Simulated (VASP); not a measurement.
LiCl:

```
CELL_PARAMETERS angstrom
0.00000 2.56477 2.56477
2.56477 0.00000 2.56477
2.56477 2.56477 0.00000
ATOMIC_POSITIONS crystal
Cl 0.50000 0.50000 0.50000
Li 0.00000 0.00000 0.00000
```

- Program: VASP 6.6.1
- Task: relaxation of cell and atoms
- Functional: RPBE
- Dispersion: D3(BJ)
- Potentials or basis: VASP PAW PBE potentials, release 64 (Cl, Li_sv)
- Cutoff: 750 eV
- k mesh: 9 × 9 × 9
- Occupations: fermi-dirac, width 0.05 eV
- Spin: no spin polarisation

At the start: pressure -7.8 GPa; volume 16.87 Å³/atom.

**Question.** Where does the relaxation end?

**Answer.** Over 4 steps the energy falls by 102.8 meV/atom and the volume is 13.38 Å³/atom (-20.7 %); space group Fm-3m (No. 225, to 0.05 Å).

The path:
| step | energy change (eV) | largest force (eV/Å) | pressure (GPa) | volume (Å³) |
| --- | --- | --- | --- | --- |
| 1 | 0.0000 | 0.0000 | -7.81 | 33.74 |
| 2 | -0.1560 | 0.0000 | -4.74 | 29.88 |
| 3 | -0.2043 | 0.0000 | -0.90 | 27.29 |
| 4 | -0.2056 | 0.0000 | 0.14 | 26.76 |

Final structure:
```xyz
2
Lattice="0.0000 2.3740 2.3740 2.3740 0.0000 2.3740 2.3740 2.3740 0.0000" Properties=species:S:1:pos:R:3 pbc="T T T"
Cl    2.3740    2.3740    2.3740
Li    0.0000    0.0000    0.0000
```

Caveat: the volume moved by over 15 % at a fixed basis, so the end points are rough; the PAW data sets were made with another functional, which shifts forces and pressure a little; the volume moved by -21 % from the deposited cell, more than functionals usually miss.
